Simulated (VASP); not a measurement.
Here is a VASP 6.6.1 calculation.

File INCAR:

```
SYSTEM = LiBr
PREC = Accurate
ENCUT = 750
EDIFF = 1E-8
ISMEAR = 0
SIGMA = 0.01
LREAL = .FALSE.
LASPH = .TRUE.
NELM = 120
ALGO = Normal
ISIF = 3
LWAVE = .FALSE.
LCHARG = .FALSE.
GGA = PS
IBRION = 6
NFREE = 2
POTIM = 0.015
NSW = 1
GGA_COMPAT = .FALSE.
```

File KPOINTS:

```
Automatic mesh
0
G
  8 8 8
  0 0 0
```

The input POSCAR:

```
LiBr
1.0
    0.0000000000      2.5581673077      2.5581673077
    2.5581673077      0.0000000000      2.5581673077
    2.5581673077      2.5581673077      0.0000000000
Li Br
1 1
Direct
    0.0000000000      0.0000000000      0.0000000000
    0.5000000000      0.5000000000      0.5000000000
```

Potentials or basis: VASP PAW PBE potentials, release 64 (Li_sv, Br).

Launch:

```bash
$ cat potpaw_PBE.64/Li_sv/POTCAR potpaw_PBE.64/Br/POTCAR > POTCAR
$ mpirun -np 1 vasp_std > vasp.out
```

Problem. Predict the elastic constants C11, C12, C44.

Solution. 108, 22, 28 GPa.

Problem. What does it give for the Voigt bulk modulus?

Solution. 51 GPa.

Problem. Estimate the highest phonon frequency at Γ, LO-TO splitting left out.

Solution. 281 cm⁻¹.

Elastic tensor in Voigt notation (GPa, in the Cartesian axes of the cell as first typed):
```
108  22  22   0   0   0
 22 108  22   0   0   0
 22  22 108   0   0   0
  0   0   0  28   0   0
  0   0   0   0  28   0
  0   0   0   0   0  28
```

Caveat: the cell is under stress, which shifts elastic constants; the PAW data sets were made with another functional, which shifts forces and pressure a little.
